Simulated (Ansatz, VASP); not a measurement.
# Os: VASP beside Ansatz

INCAR

```
  PREC = Accurate
  ENCUT = 520
  EDIFF = 1E-6
  ISMEAR = -1
  SIGMA = 0.05
  LREAL = False
  LASPH = True
  NELM = 80
  ALGO = Normal
  ISIF = 2
  LWAVE = False
  LCHARG = False
  GGA = RP
  IVDW = 13
  NBANDS = 15
```

Contents of KPOINTS:

```
regular mesh
0
Gamma
  11 11 6
```

The input POSCAR:

```
Os
1.0
    2.7877234178      0.0000000000      0.0000000000
   -1.3938617089      2.4142392985      0.0000000000
    0.0000000000      0.0000000000      4.4044215090
Os
2
Direct
    0.6666666667      0.3333333333      0.7500000000
    0.3333333333      0.6666666667      0.2500000000
```

The input input.yaml:

```yaml
crystal:
  lattice:
    - [2.7877234178, 0.0, 0.0]
    - [-1.3938617089, 2.4142392985, 0.0]
    - [0.0, 0.0, 4.404421509]
  atoms:
    - { symbol: Os, position: [0.6666666667, 0.3333333333, 0.75] }
    - { symbol: Os, position: [0.3333333333, 0.6666666667, 0.25] }
kpoints:
  mp_grid: { grid: [11, 11, 6] }
scf:
  occupations: { method: fermi_dirac, width: 0.05 }
hamiltonian:
  xc: rpbe
  dispersion: d4
  pseudopotentials: { kind: all_electron, lapw: { basis_error: 0.001 } }
output:
  forces: true
  stress: true
  eigenvalues: true
```

Change from the starting cell: volume scaled by 1.06.

Alike in both runs: task single point; functional RPBE; dispersion D4; k mesh 11 × 11 × 6; occupations fermi-dirac, width 0.05 eV; no spin polarisation.

|  | VASP | Ansatz |
| --- | --- | --- |
| version | VASP 6.6.1 | Ansatz 0.2.0 |
| potentials or method | VASP PAW PBE potentials, release 64 (Os), cutoff 520 eV | all-electron LAPW, scalar-relativistic |

Ansatz gave:

- gap on the k mesh at the Fermi level (eV): none
- pressure (GPa): -21.9
- traceless stress, the component that is largest in VASP (GPa): -0.66

Question: Which values does VASP return?

Answer: gap on the k mesh at the Fermi level (eV): none; pressure (GPa): -22.5; traceless stress, the component that is largest in VASP (GPa): -0.77.

VASP's potentials were made for PBE, not for RPBE. A gap of «none» marks a metal or a gap that the smearing closes. Ansatz ran all-electron here, and VASP with PAW potentials.

Neither program's run includes spin-orbit coupling.
